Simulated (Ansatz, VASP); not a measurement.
**CuCl in VASP and in Ansatz**

The input INCAR:

```
SYSTEM = CuCl
PREC = Accurate
ENCUT = 600
EDIFF = 1E-6
ISMEAR = 0
SIGMA = 0.01
LREAL = .False.
LASPH = .True.
NELM = 120
ALGO = Normal
ISIF = 2
LWAVE = .False.
LCHARG = .True.
GGA = PE
LELF = .True.
LVHAR = .True.
NBANDS = 16
GGA_COMPAT = .False.
```

Contents of KPOINTS:

```
Automatic mesh
0
Gamma
  4 4 4
  0 0 0
```

File POSCAR:

```
CuCl
1.0
    0.0000000000      2.6787561796      2.6787561796
    2.6787561796      0.0000000000      2.6787561796
    2.6787561796      2.6787561796      0.0000000000
Cu Cl
1 1
Direct
    0.0000000000      0.0000000000      0.0000000000
    0.2500000000      0.2500000000      0.2500000000
```

Input for Ansatz:

```yaml
crystal:
  lattice:
    - [0.0, 2.6787561796, 2.6787561796]
    - [2.6787561796, 0.0, 2.6787561796]
    - [2.6787561796, 2.6787561796, 0.0]
  atoms:
    - { symbol: Cu, position: [0.0, 0.0, 0.0] }
    - { symbol: Cl, position: [0.25, 0.25, 0.25] }
kpoints:
  mp_grid: { grid: [4, 4, 4] }
hamiltonian:
  xc: pbe
scf:
  occupations: { method: fixed }
output:
  optics:
    e_range: [0, 6]
    de: 0.05
    sigma: 0.15
    scissors: 0.3
    scheme: fermi_dirac
    bands: { spectra_wanted_up_to: 6 }
```

Alike in both runs: task single point; functional PBE; k mesh 4 × 4 × 4; no spin polarisation.

```csv
,VASP,Ansatz
version,VASP 6.6.1,Ansatz 0.2.0
potentials or method,"VASP PAW PBE potentials, release 64 (Cu, Cl)","plane waves, PAW"
plane-wave cutoff (eV),600,420
occupations,"gaussian, width 0.01 eV",fixed
valence electrons in the cell,18,26
```

VASP gave:

* gap on the k mesh at the Fermi level (eV): 0.60

What did Ansatz give for the same quantities?

gap on the k mesh at the Fermi level (eV): 0.59.

VASP's potentials hold 18 valence electrons a cell and Ansatz's 26, so a difference there can come from the potentials and not from the codes.

The k mesh is coarse, so the values compare programs but aren't converged.
